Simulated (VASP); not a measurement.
# Be4H7 (Cmmm) in VASP: notebook

The runs below take Be4H7 through single point, with PBE.

Program: VASP 6.6.1. These are calculated values, not measurements. Logs are shortened: lines on timing, memory, paths and dates and some standing lists are left out, and cuts for length are marked.

## 1. The cell of the first run

Symmetry: Cmmm, No. 65, orthorhombic system. The conventional cell has a = 3.873 Å, b = 12.697 Å, c = 4.029 Å, α = 90.00°, β = 90.00°, γ = 90.00°. Within 1.6 Å of Be (site symmetry m2m) lie 3 H at 1.19 Å. Within 1.6 Å of Be (site symmetry m2m) lie 4 H at 1.19 Å. Within 1.6 Å of H (site symmetry mmm) lie 2 Be at 1.19 Å. Within 1.6 Å of H (site symmetry m) lie 2 Be at 1.19 Å. H (site symmetry 2/m) has 2 Be at 1.19 Å within 1.6 Å.

The cell was generated, and may not be a known phase.

## 2. Single point, PBE

INCAR reads:

```
PREC     = Accurate       # precision mode
ENCUT    = 600            # plane-wave cutoff, eV
EDIFF    = 1E-6           # SCF threshold, eV
ISMEAR   = 0              # smearing method
SIGMA    = 0.1            # smearing width, eV
LREAL    = False          # projectors in reciprocal space
LASPH    = True           # aspherical terms in the spheres
NELM     = 120            # most SCF steps
ALGO     = Normal         # electronic algorithm
ISIF     = 2              # what is computed and relaxed
LWAVE    = False          # write WAVECAR
LCHARG   = False          # write CHGCAR
GGA      = PE             # functional
NBANDS   = 18             # bands
GGA_COMPAT= False
```

KPOINTS reads:

```
Automatic mesh
0
Gamma
  6 6 4
```

POSCAR reads:

```
Be4H7
1.0
    1.9365470000     -6.3483603800      0.0000000000
    1.9365470000      6.3483603800      0.0000000000
    0.0000000000      0.0000000000      4.0285632600
Be H
4 7
Direct
    0.0940261200      0.9059738800      0.5000000000
    0.9059738800      0.0940261200      0.5000000000
    0.1949989000      0.8050011000      0.0000000000
    0.8050011000      0.1949989000      0.0000000000
    0.0000000000      0.0000000000      0.5000000000
    0.1445125100      0.8554874900      0.7500000000
    0.1445125100      0.8554874900      0.2500000000
    0.8554874900      0.1445125100      0.7500000000
    0.8554874900      0.1445125100      0.2500000000
    0.0000000000      0.5000000000      0.0000000000
    0.5000000000      0.0000000000      0.0000000000
```

Potentials or basis: VASP PAW PBE potentials, release 64 (Be, H).

Launch:

```
cat potpaw_PBE.64/Be/POTCAR potpaw_PBE.64/H/POTCAR > POTCAR
mpirun -np 1 vasp_std > vasp.out
```

OUTCAR:

```text
PREC = Accurate
   ENCUT = 600
   EDIFF = 1E-6
   ISMEAR = 0
   LREAL = False
   LASPH = True
   NELM = 120
   ISIF = 2
   GGA = PE

 ion  position               nearest neighbor table
   1  0.094  0.906  0.500-   5 1.19   6 1.19   7 1.19   2 2.39   3 2.39   3 2.39
   2  0.906  0.094  0.500-   5 1.19   8 1.19   9 1.19   1 2.39   4 2.39   4 2.39
   3  0.195  0.805  0.000-  10 1.19  11 1.19   6 1.19   7 1.19   4 2.39   4 2.39   1 2.39   1 2.39

   4  0.805  0.195  0.000-  10 1.19  11 1.19   8 1.19   9 1.19   3 2.39   3 2.39   2 2.39   2 2.39

   5  0.000  0.000  0.500-   1 1.19   2 1.19
   6  0.145  0.855  0.750-   1 1.19   3 1.19
   7  0.145  0.855  0.250-   1 1.19   3 1.19
   8  0.855  0.145  0.750-   2 1.19   4 1.19
   9  0.855  0.145  0.250-   2 1.19   4 1.19
  10  0.000  0.500  0.000-   3 1.19   4 1.19
  11  0.500  0.000  0.000-   3 1.19   4 1.19

  LATTYP: Found a base centered orthorhombic cell.
 ALAT       =     3.8730940000
 B/A-ratio  =     3.2781855437
 C/A-ratio  =     1.0401408435

  Lattice vectors:

 A1 = (   1.9365470000,  -6.3483603800,   0.0000000000)
 A2 = (   1.9365470000,   6.3483603800,   0.0000000000)
 A3 = (   0.0000000000,   0.0000000000,   4.0285632600)

Analysis of symmetry for initial positions (statically):
=====================================================================
 Subroutine PRICEL returns:
 Original cell was already a primitive cell.

 Routine SETGRP: Setting up the symmetry group for a
 base centered orthorhombic supercell.

 Subroutine GETGRP returns: Found  8 space group operations
 (whereof  8 operations were pure point group operations)
 out of a pool of  8 trial point group operations.

The static configuration has the point symmetry D_2h.

Analysis of symmetry for dynamics (positions and initial velocities):
=====================================================================
 Subroutine PRICEL returns:
 Original cell was already a primitive cell.

 Routine SETGRP: Setting up the symmetry group for a
 base centered orthorhombic supercell.

 Subroutine GETGRP returns: Found  8 space group operations
 (whereof  8 operations were pure point group operations)
 out of a pool of  8 trial point group operations.

The dynamic configuration has the point symmetry D_2h.
[... 123 lines left out ...]
   ISIF   =      2    stress and relaxation
   ISYM   =      2    0-nonsym 1-usesym 2-fastsym
   POTIM  = 0.5000    time-step for ionic-motion
   TEBEG  =    0.0;   TEEND  =   0.0 temperature during run
   PSTRESS=    0.0 pullay stress
   NELECT =      15.0000    total number of electrons
   NUPDOWN=      -1.0000    fix difference up-down
   EMIN   =  10.00;   EMAX   =-10.00  energy-range for DOS
   EFERMI =   0.00;   METHOD = LEGACY
   ISMEAR =     0;   SIGMA  =   0.10  broadening in eV -4-tet -1-fermi 0-gaus
   EFERMI_NEDOS =   21; number of points for ismear=-14 and -15
   IALGO  =     38    algorithm
   IMIX   =      4    mixing-type and parameters
     AMIX     =   0.40;   BMIX     =  1.00
     AMIX_MAG =   1.60;   BMIX_MAG =  1.00
  volume/ion in A,a.u.               =       9.00        60.77
  Fermi-wavevector in a.u.,A,eV,Ry     =   0.872600  1.648975 10.359900  0.761431
  Thomas-Fermi vector in A             =   1.991873
   LORBIT       =      0    0 simple, 1 ext, 2 COOP (PROOUT), +10 PAW based schemes
   GGA     = PE    functional components
   LHFCALC =     F    Hartree Fock is set to
   AEXX    =    0.0000 exact exchange contribution
   IVDW    =     0    specifies the selected vdW correction
   LEPSILON=     F    determine dielectric tensor
   LRPA    =     F    only Hartree local field effects (RPA)
 non-spin polarized calculation
 Gauss-broadening in eV      SIGMA  =   0.10
  energy-cutoff  :      600.00
  volume of cell :       99.05
 maximum number of plane-waves:      3328
 NGX is ok and might be reduce to    54
   NGX = 27   NGY = 27   NGZ = 17

 number of electron      15.0000003 magnetization

 Free energy of the ion-electron system (eV)
  ---------------------------------------------------
  ext. energy  EPLUGINS =         0.00000000
  ---------------------------------------------------
  free energy    TOTEN  =       -32.89691738 eV

  energy without entropy =      -32.89690571  energy(sigma->0) =      -32.89691154

 E-fermi :   1.6720     XC(G=0):  -7.2764

 val. band max:        1.4478277859   @ k =   0.1667   0.1667   0.5000
 cond. band min:       1.9082256707   @ k =   0.1667   0.0000   0.0000
 fundamental gap:      0.4603978849
 Fermi energy:         1.6720113599

 k-point     1 :       0.0000    0.0000    0.0000
  band No.  band energies     occupation
      1      -9.7837      2.00000
      2      -7.5544      2.00000
      3      -6.9194      2.00000
      4      -5.2289      2.00000
      5      -4.5025      2.00000
      6      -4.3950      2.00000
[... 481 lines left out ...]
      5      -5.1648      2.00000
      6      -4.5457      2.00000
[... 10 lines left out ...]
     17       8.4512      0.00000
     18       9.0447      0.00000

 [... further k-points ...]

------------------------ aborting loop because EDIFF is reached ----------------------------------------

  FORCE on cell =-STRESS in cart. coord.  units (eV):
  Direction    XX          YY          ZZ          XY          YZ          ZX
  --------------------------------------------------------------------------------------
  -------------------------------------------------------------------------------------
  Total        8.2485916     18.7516797     20.0753854      0.0000000      0.0000000      0.0000000
  in kB      133.4198920    303.3059718    324.7167392      0.0000000      0.0000000      0.0000000
  external PRESSURE =     253.8142010 kB  Pullay stress =       0.0000000 kB

 VOLUME and BASIS-vectors are now :
 -----------------------------------------------------------------------------
  energy-cutoff  :      600.00
  volume of cell :       99.05
      direct lattice vectors                 reciprocal lattice vectors
     1.936547000 -6.348360380  0.000000000     0.258191513 -0.078760494  0.000000000
     1.936547000  6.348360380  0.000000000     0.258191513  0.078760494  0.000000000
     0.000000000  0.000000000  4.028563260     0.000000000  0.000000000  0.248227454

 POSITION                                       TOTAL-FORCE (eV/Angst)
 -----------------------------------------------------------------------------------
      1.93655      5.15454      2.01428         0.000000      0.696722     -0.000000
      1.93655     -5.15454      2.01428         0.000000     -0.696722     -0.000000
      1.93655      3.87251      0.00000         0.000000      0.138496     -0.000000
      1.93655     -3.87251      0.00000         0.000000     -0.138496     -0.000000
      0.00000      0.00000      2.01428         0.000000     -0.000000     -0.000000
      1.93655      4.51353      3.02142         0.000000      0.358226     -0.081205
      1.93655      4.51353      1.00714         0.000000      0.358226      0.081205
      1.93655     -4.51353      3.02142         0.000000     -0.358226     -0.081205
      1.93655     -4.51353      1.00714         0.000000     -0.358226      0.081205
      0.96827      3.17418      0.00000         0.000000     -0.000000     -0.000000
      0.96827     -3.17418      0.00000        -0.000000     -0.000000     -0.000000
 -----------------------------------------------------------------------------------
    total drift:                                0.000000      0.000000     -0.000000

  FREE ENERGIE OF THE ION-ELECTRON SYSTEM (eV)
  ---------------------------------------------------
  free  energy   TOTEN  =       -32.8969173826 eV

  energy  without entropy=      -32.8969057050  energy(sigma->0) =      -32.89691154
```

OSZICAR:

```text
N       E                     dE             d eps       ncg     rms          rms(c)
DAV:   1     0.252303346433E+02    0.25230E+02   -0.57974E+03  1404   0.711E+02
DAV:   2    -0.350545791076E+02   -0.60285E+02   -0.56927E+02  1820   0.144E+02
DAV:   3    -0.385152132447E+02   -0.34606E+01   -0.34461E+01  1968   0.321E+01
DAV:   4    -0.385367509028E+02   -0.21538E-01   -0.21525E-01  1722   0.275E+00
DAV:   5    -0.385369188868E+02   -0.16798E-03   -0.16794E-03  1936   0.239E-01    0.126E+01
DAV:   6    -0.346347764763E+02    0.39021E+01   -0.14644E+00  1674   0.629E+00    0.694E+00
DAV:   7    -0.328556041449E+02    0.17792E+01   -0.31328E+00  1754   0.895E+00    0.106E+00
DAV:   8    -0.328991280411E+02   -0.43524E-01   -0.15054E-01  1626   0.174E+00    0.389E-01
DAV:   9    -0.328962466712E+02    0.28814E-02   -0.16813E-02  1808   0.668E-01    0.793E-02
DAV:  10    -0.328965407021E+02   -0.29403E-03   -0.87562E-04  1700   0.143E-01    0.466E-02
DAV:  11    -0.328968913431E+02   -0.35064E-03   -0.32178E-04  1586   0.843E-02    0.206E-02
DAV:  12    -0.328969134950E+02   -0.22152E-04   -0.36019E-05  1762   0.281E-02    0.350E-03
DAV:  13    -0.328969170067E+02   -0.35117E-05   -0.62166E-06  1592   0.118E-02    0.162E-03
DAV:  14    -0.328969173826E+02   -0.37592E-06   -0.82809E-07  1608   0.451E-03
   1 F= -.32896917E+02 E0= -.32896912E+02  d E =-.116776E-04
```

It took 2.7 min on 1 thread of Oxide Virtual Turin-like, shared host; peak memory 0.27 GiB.

What came out:

| Property | Result |
| --- | --- |
| Free energy | -32.8969 eV |
| Pressure | 25.4 GPa |
| Largest force | 0.697 eV/Å |
| Band gap on the k mesh | zero (an odd number of electrons rules out a gap without spin polarisation) |

Forces in eV/Å, atoms in the order of the input:
```
Be   0.000  0.697  0.000
Be   0.000 -0.697  0.000
Be   0.000  0.138  0.000
Be   0.000 -0.138  0.000
H    0.000  0.000  0.000
H    0.000  0.358 -0.081
H    0.000  0.358  0.081
H    0.000 -0.358 -0.081
H    0.000 -0.358  0.081
H    0.000  0.000  0.000
H    0.000  0.000  0.000
```

Caveat: the k points lie up to 0.39 Å⁻¹ apart, too coarse for converged energies and pressures of a metal; an odd number of electrons without spin polarisation forces a metal; a magnetic or distorted state may lie lower.

## 3. Single point, PBE

This run uses another cell than the first one, of 13.55 Å³/atom.

INCAR reads:

```
  ALGO = Normal
  EDIFF = 1E-6
  ENCUT = 600
  GGA = PE
  GGA_COMPAT = False
  ISIF = 2
  ISMEAR = 0
  LASPH = True
  LCHARG = False
  LREAL = False
  LWAVE = False
  NBANDS = 18
  NELM = 120
  PREC = Accurate
  SIGMA = 0.1
```

KPOINTS reads:

```
k-points
0
Gamma
  6 6 4
```

POSCAR reads:

```
Be4H7
1.0
    2.1547053588     -7.4045247502      0.0000000000
    2.1547053588      7.4045247502      0.0000000000
    0.0000000000      0.0000000000      4.6715496464
Be H
4 7
Direct
    0.0903970600      0.9096029400      0.5000000000
    0.9096029400      0.0903970600      0.5000000000
    0.1914662934      0.8085337066      0.0000000000
    0.8085337066      0.1914662934      0.0000000000
    0.0000000000      0.0000000000      0.5000000000
    0.1330756185      0.8669243815      0.7614167482
    0.1330756185      0.8669243815      0.2385832518
    0.8669243815      0.1330756185      0.7614167482
    0.8669243815      0.1330756185      0.2385832518
    0.0000000000      0.5000000000      0.0000000000
    0.5000000000      0.0000000000      0.0000000000
```

Potentials or basis: VASP PAW PBE potentials, release 64 (Be, H).

Launch:

```
cat potpaw_PBE.64/Be/POTCAR potpaw_PBE.64/H/POTCAR > POTCAR
mpirun -np 1 vasp_std > vasp.out
```

Run time: 4.7 min. Hardware: 1 thread of Oxide Virtual Turin-like, shared host; peak memory 0.41 GiB.

The run converged. Its results:

* Free energy: -36.2322 eV
* Pressure: 0.1 GPa
* Largest force: 0.012 eV/Å
* Band gap on the k mesh: zero (an odd number of electrons rules out a gap without spin polarisation)

Forces in eV/Å, atoms in the order of the input:
```
Be   0.000  0.012  0.000
Be   0.000 -0.012  0.000
Be   0.000 -0.004  0.000
Be   0.000  0.004  0.000
H    0.000  0.000  0.000
H    0.000  0.009 -0.008
H    0.000  0.009  0.008
H    0.000 -0.009 -0.008
H    0.000 -0.009  0.008
H    0.000  0.000  0.000
H    0.000  0.000  0.000
```

Levels at points of the mesh, in eV from the Fermi level:
| k point | band 3 | band 4 | band 5 | band 6 | band 7 | band 8 | band 9 | band 10 | band 11 | band 12 |
| --- | --- | --- | --- | --- | --- | --- | --- | --- | --- | --- |
| (0.00, 0.00, 0.00) | -8.00 | -6.16 | -5.95 | -5.78 | -5.21 | 1.14 | 1.37 | 1.65 | 2.15 | 2.18 |
| (0.50, 0.00, 0.00) | -7.44 | -6.53 | -6.01 | -5.97 | -5.83 | -1.03 | 0.40 | 2.18 | 2.24 | 3.06 |
| (0.50, 0.50, 0.00) | -6.73 | -6.72 | -6.03 | -5.93 | -5.21 | 1.53 | 1.59 | 1.79 | 2.05 | 2.17 |
| (0.00, 0.00, 0.50) | -7.53 | -7.11 | -6.37 | -6.36 | -5.16 | 1.79 | 2.17 | 2.60 | 2.66 | 2.91 |
| (0.50, 0.00, 0.50) | -8.23 | -7.13 | -6.30 | -6.19 | -6.14 | -0.59 | 0.76 | 2.23 | 2.30 | 2.36 |
| (0.50, 0.50, 0.50) | -7.69 | -7.45 | -6.19 | -6.07 | -5.16 | 1.30 | 1.68 | 1.88 | 3.06 | 3.19 |

Caveat: an odd number of electrons without spin polarisation forces a metal; a magnetic or distorted state may lie lower.

The gap in the log of VASP goes by the Fermi energy; the results here count the filled bands.